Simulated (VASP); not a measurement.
# Sb in VASP: a series of runs, part 2 of 2

VASP 6.6.1. The steps go on from the part before.

## (4) Electric field gradients, PBEsol (29.24 Å³/atom)

This run uses another cell than the first one, of 29.24 Å³/atom.

File INCAR:

```
SYSTEM = Sb
PREC = Accurate
ENCUT = 400
EDIFF = 1E-8
ISMEAR = -1
SIGMA = 0.05
LREAL = .FALSE.
LASPH = .TRUE.
NELM = 120
ALGO = Normal
ISIF = 2
LWAVE = .FALSE.
LCHARG = .FALSE.
GGA = PS
LEFG = .TRUE.
NBANDS = 22
GGA_COMPAT = .FALSE.
```

File KPOINTS:

```
Automatic mesh
0
G
  9 9 9
  0 0 0
```

File POSCAR:

```
Sb
1.0
    2.1325272058      1.2312151563      3.7125363276
   -2.1325272058      1.2312151563      3.7125363276
    0.0000000000     -2.4624303126      3.7125363276
Sb
2
Direct
    0.2336400000      0.2336400000      0.2336400000
    0.7663600000      0.7663600000      0.7663600000
```

Potentials or basis: VASP PAW PBE potentials, release 64 (Sb_d_GW).

Started as:

```sh
> cat potpaw_PBE.64/Sb_d_GW/POTCAR > POTCAR
> mpirun -np 1 vasp_std > vasp.out
```

OUTCAR:

```text
SYSTEM = Sb
   PREC = Accurate
   ENCUT = 400
   EDIFF = 1E-8
   ISMEAR = -1
   LREAL = .FALSE.
   LASPH = .TRUE.
   NELM = 120
   ISIF = 2
   GGA = PS

 ion  position               nearest neighbor table
   1  0.234  0.234  0.234-   2 2.88   2 2.88   2 2.88   2 3.32   2 3.32   2 3.32
   2  0.766  0.766  0.766-   1 2.88   1 2.88   1 2.88   1 3.32   1 3.32   1 3.32

  LATTYP: Found a trigonal (rhomboedric) cell.
 ALAT       =     4.4549398456
 COS(alpha) =     0.5417151843

  Lattice vectors:

 A1 = (   2.1325272058,   1.2312151563,   3.7125363276)
 A2 = (  -2.1325272058,   1.2312151563,   3.7125363276)
 A3 = (   0.0000000000,  -2.4624303126,   3.7125363276)

Analysis of symmetry for initial positions (statically):
=====================================================================
 Subroutine PRICEL returns:
 Original cell was already a primitive cell.

 Routine SETGRP: Setting up the symmetry group for a
 trigonal (rhombohedral) supercell.

 Subroutine GETGRP returns: Found 12 space group operations
 (whereof 12 operations were pure point group operations)
 out of a pool of 12 trial point group operations.

The static configuration has the point symmetry D_3d.

Analysis of symmetry for dynamics (positions and initial velocities):
=====================================================================
 Subroutine PRICEL returns:
 Original cell was already a primitive cell.

 Routine SETGRP: Setting up the symmetry group for a
 trigonal (rhombohedral) supercell.

 Subroutine GETGRP returns: Found 12 space group operations
 (whereof 12 operations were pure point group operations)
 out of a pool of 12 trial point group operations.

[... 149 lines left out ...]

 val. band max:        5.5545172243   @ k =   0.4444   0.0000   0.0000
 cond. band min:       5.7161143336   @ k =   0.4444   0.4444   0.4444
 fundamental gap:      0.1615971093
 Fermi energy:         5.5658028800

 k-point     1 :       0.0000    0.0000    0.0000
  band No.  band energies     occupation
      1     -23.8580      2.00000
      2     -23.8580      2.00000
      3     -23.7583      2.00000
      4     -23.7583      2.00000
      5     -23.7327      2.00000
      6     -23.6309      2.00000
[... 589 lines left out ...]
     21      15.3616      0.00000
     22      16.6892      0.00000

 [... further k-points ...]
[... 5 lines left out ...]
  --------------------------------------------------------------------------------------
  -------------------------------------------------------------------------------------
  Total        0.7176576      0.7176576      0.4337077      0.0000000      0.0000000      0.0000000
  in kB       19.6597231     19.6597231     11.8811153      0.0000000      0.0000000      0.0000000
  external PRESSURE =      17.0668539 kB  Pullay stress =       0.0000000 kB

 VOLUME and BASIS-vectors are now :
 -----------------------------------------------------------------------------
  energy-cutoff  :      400.00
  volume of cell :       58.49
      direct lattice vectors                 reciprocal lattice vectors
     2.132527206  1.231215156  3.712536328     0.234463597  0.135367621  0.089785878
    -2.132527206  1.231215156  3.712536328    -0.234463597  0.135367621  0.089785878
     0.000000000 -2.462430313  3.712536328     0.000000000 -0.270735242  0.089785878

 POSITION                                       TOTAL-FORCE (eV/Angst)
 -----------------------------------------------------------------------------------
      0.00000      0.00000      2.60219         0.000000      0.000000      0.282616
      0.00000      0.00000      8.53542         0.000000      0.000000     -0.282616
 -----------------------------------------------------------------------------------
    total drift:                               -0.000000      0.000000      0.000000

  FREE ENERGIE OF THE ION-ELECTRON SYSTEM (eV)
  ---------------------------------------------------
  free  energy   TOTEN  =        -9.1514987088 eV

  energy  without entropy=       -9.1494161000  energy(sigma->0) =       -9.15045740

 Electric field gradients (V/A^2)
---------------------------------------------------------------------
 ion       V_xx      V_yy      V_zz      V_xy      V_xz      V_yz
---------------------------------------------------------------------
   1      22.966    22.966   -45.932    -0.000     0.000     0.000
   2      22.966    22.966   -45.932    -0.000    -0.000     0.000
---------------------------------------------------------------------

 Electric field gradients after diagonalization (V/A^2)
 (convention: |V_zz| > |V_xx| > |V_yy|)
----------------------------------------------------------------------
 ion       V_xx      V_yy      V_zz     asymmetry (V_yy - V_xx)/ V_zz
----------------------------------------------------------------------
   1      22.966    22.966   -45.932       0.000
   2      22.966    22.966   -45.932       0.000
----------------------------------------------------------------------

           NMR quadrupolar parameters

 Cq : quadrupolar parameter    Cq=e*Q*V_zz/h
 eta: asymmetry parameters     (V_yy - V_xx)/ V_zz
 Q  : nuclear electric quadrupole moment in mb (millibarn)
----------------------------------------------------------------------
 ion       Cq(MHz)       eta       Q (mb)
----------------------------------------------------------------------
   1      -0.111       0.000       1.000
   2      -0.111       0.000       1.000
----------------------------------------------------------------------
```

Wall time 47 s (1 thread of Intel Xeon 6975P-C (Granite Rapids), shared host); peak memory 0.21 GiB.

What came out:

| Property | Result |
| --- | --- |
| Free energy | -9.1515 eV |
| Pressure | 1.7 GPa |
| Largest force | 0.283 eV/Å |
| Band gap on the k mesh | zero (filled and empty bands touch) |
| Largest electric field gradient by atom | Sb -45.9 V/Å² |

Forces on the atoms (eV/Å):
```
Sb   0.000  0.000  0.283
Sb   0.000  0.000 -0.283
```

Electric field gradients, principal values (V/Å²):
```
atom   least  middle  greatest (by size)
1 Sb  22.966  22.966             -45.932
2 Sb  22.966  22.966             -45.932
```

Caveat: without QUAD_EFG the Cq values of the log hold for a quadrupole moment of 1 mb, not for the nuclei; the PAW data sets were made with another functional, which shifts forces and pressure a little; spin-orbit coupling is left out, which moves the levels of the heavy elements.

## (5) Electric field gradients, PBEsol (zz strain of -3 %)

File INCAR:

```
PREC = Accurate ; ENCUT = 400
EDIFF = 1E-8 ; ISMEAR = -1
SIGMA = 0.05 ; LREAL = F
LASPH = T ; NELM = 120
ALGO = Normal ; ISIF = 2
LWAVE = F ; LCHARG = F
GGA = PS ; LEFG = T
NBANDS = 22 ; GGA_COMPAT = F
```

File KPOINTS:

```
regular mesh
0
Gamma
  9 9 9
```

File POSCAR:

```
Sb
1.0
    2.1506003320      1.2416496806      3.6316800000
   -2.1506003320      1.2416496806      3.6316800000
    0.0000000000     -2.4832993611      3.6316800000
Sb
2
Direct
    0.2336400000      0.2336400000      0.2336400000
    0.7663600000      0.7663600000      0.7663600000
```

Potentials or basis: VASP PAW PBE potentials, release 64 (Sb_d_GW).

Started as:

```sh
> cat potpaw_PBE.64/Sb_d_GW/POTCAR > POTCAR
> mpirun -np 1 vasp_std > vasp.out
```

OUTCAR:

```text
PREC = Accurate
   ENCUT = 400
   EDIFF = 1E-8
   ISMEAR = -1
   LREAL = F
   LASPH = T
   NELM = 120
   ISIF = 2
   GGA = PS

 ion  position               nearest neighbor table
   1  0.234  0.234  0.234-   2 2.88   2 2.88   2 2.88   2 3.30   2 3.30   2 3.30
   2  0.766  0.766  0.766-   1 2.88   1 2.88   1 2.88   1 3.30   1 3.30   1 3.30

  LATTYP: Found a trigonal (rhomboedric) cell.
 ALAT       =     4.3995312636
 COS(alpha) =     0.5221004778

  Lattice vectors:

 A1 = (   2.1506003320,   1.2416496806,   3.6316800000)
 A2 = (  -2.1506003320,   1.2416496806,   3.6316800000)
 A3 = (   0.0000000000,  -2.4832993611,   3.6316800000)

Analysis of symmetry for initial positions (statically):
=====================================================================
 Subroutine PRICEL returns:
 Original cell was already a primitive cell.

 Routine SETGRP: Setting up the symmetry group for a
 trigonal (rhombohedral) supercell.

[... 788 lines left out ...]
  volume of cell :       58.19
      direct lattice vectors                 reciprocal lattice vectors
     2.150600332  1.241649681  3.631680000     0.232493222  0.134230024  0.091784886
    -2.150600332  1.241649681  3.631680000    -0.232493222  0.134230024  0.091784886
     0.000000000 -2.483299361  3.631680000     0.000000000 -0.268460048  0.091784886

 POSITION                                       TOTAL-FORCE (eV/Angst)
 -----------------------------------------------------------------------------------
      0.00000      0.00000      2.54552         0.000000      0.000000      0.333994
      0.00000      0.00000      8.34952         0.000000     -0.000000     -0.333994
 -----------------------------------------------------------------------------------
    total drift:                               -0.000000      0.000000      0.000000

  FREE ENERGIE OF THE ION-ELECTRON SYSTEM (eV)
  ---------------------------------------------------
  free  energy   TOTEN  =        -9.1489810252 eV

  energy  without entropy=       -9.1468298457  energy(sigma->0) =       -9.14790544

 Electric field gradients (V/A^2)
---------------------------------------------------------------------
 ion       V_xx      V_yy      V_zz      V_xy      V_xz      V_yz
---------------------------------------------------------------------
   1      27.568    27.568   -55.135    -0.000    -0.000    -0.000
   2      27.568    27.568   -55.135     0.000    -0.000    -0.000
---------------------------------------------------------------------

 Electric field gradients after diagonalization (V/A^2)
 (convention: |V_zz| > |V_xx| > |V_yy|)
----------------------------------------------------------------------
 ion       V_xx      V_yy      V_zz     asymmetry (V_yy - V_xx)/ V_zz
----------------------------------------------------------------------
   1      27.568    27.568   -55.135       0.000
   2      27.568    27.568   -55.135       0.000
----------------------------------------------------------------------

           NMR quadrupolar parameters

 Cq : quadrupolar parameter    Cq=e*Q*V_zz/h
 eta: asymmetry parameters     (V_yy - V_xx)/ V_zz
 Q  : nuclear electric quadrupole moment in mb (millibarn)
----------------------------------------------------------------------
 ion       Cq(MHz)       eta       Q (mb)
----------------------------------------------------------------------
   1      -0.133       0.000       1.000
   2      -0.133       0.000       1.000
----------------------------------------------------------------------
```

stdout:

```text
POSCAR found type information on POSCAR Sb
 POSCAR found :  1 types and       2 ions
 scaLAPACK will be used
 -----------------------------------------------------------------------------
|                                                                             |
|                                                                             |
|     You enforced a specific xc type in the INCAR file but a different       |
|     I HOPE YOU KNOW WHAT YOU ARE DOING!                                     |
|                                                                             |
 -----------------------------------------------------------------------------

 LDA part: xc-table for (Slater+PW92), standard interpolation
 POSCAR, INCAR and KPOINTS ok, starting setup
 FFT: planning ... GRIDC
 FFT: planning ... GRID_SOFT
 FFT: planning ... GRID
 WAVECAR not read
 entering main loop
ion   1

ion   2
```

Wall time 63 s (1 thread of Intel Xeon Platinum 8559C (Emerald Rapids), shared host); peak memory 0.22 GiB.

What came out:

```
Free energy                             : -9.1490 eV
Pressure                                : 1.8 GPa
Largest force                           : 0.334 eV/Å
Largest electric field gradient by atom : Sb -55.1 V/Å²
```

Forces in eV/Å, atoms in the order of the input:
```
Sb   0.000  0.000  0.334
Sb   0.000  0.000 -0.334
```

Electric field gradients, principal values (V/Å²):
```tsv
atom	least	middle	greatest (by size)
1 Sb	27.568	27.568	-55.135
2 Sb	27.568	27.568	-55.135
```

Caveat: the cell differs from its parent crystal (zz strain of -3 %); without QUAD_EFG the Cq values of the log hold for a quadrupole moment of 1 mb, not for the nuclei; the PAW data sets were made with another functional, which shifts forces and pressure a little; spin-orbit coupling is left out, which moves the levels of the heavy elements.

## (6) The runs side by side

| potentials or basis | cell | cutoff (eV) | gap on the mesh (eV) | pressure (GPa) | largest force (eV/Å) |
| --- | --- | --- | --- | --- | --- |
| VASP PAW PBE potentials, release 64 (Sb) | a = 4.459, b = 4.506, c = 4.513 Å, angles 57.2, 57.0, 57.3°, 2 atoms | 520 | - | 0.6 | 0.21 |
| VASP PAW PBE potentials, release 64 (Sb) | a = 4.561, b = 4.466, c = 4.451 Å, angles 57.1, 57.5, 56.9°, 2 atoms | 520 | none | 0.6 | 0.23 |
| VASP PAW PBE potentials, release 64 (Sb_d_GW) | a = 4.455 Å, angles 57.2°, 2 atoms | 400 | none | 1.7 | 0.28 |
| VASP PAW PBE potentials, release 64 (Sb_d_GW) | a = 4.400 Å, angles 58.5°, 2 atoms | 400 | - | 1.8 | 0.33 |

Alike in all rows: task electric field gradients; level PBEsol; no spin polarisation; k mesh 9 × 9 × 9; smearing fermi-dirac 0.05 eV.

Caveats: the PAW data sets were made with another functional, which shifts forces and pressure a little; spin-orbit coupling is left out, which moves the levels of the heavy elements.

Total energies depend on the potentials used, so only differences within one code and one set of settings carry meaning.

The gap in the log of VASP goes by the Fermi energy; the results here count the filled bands.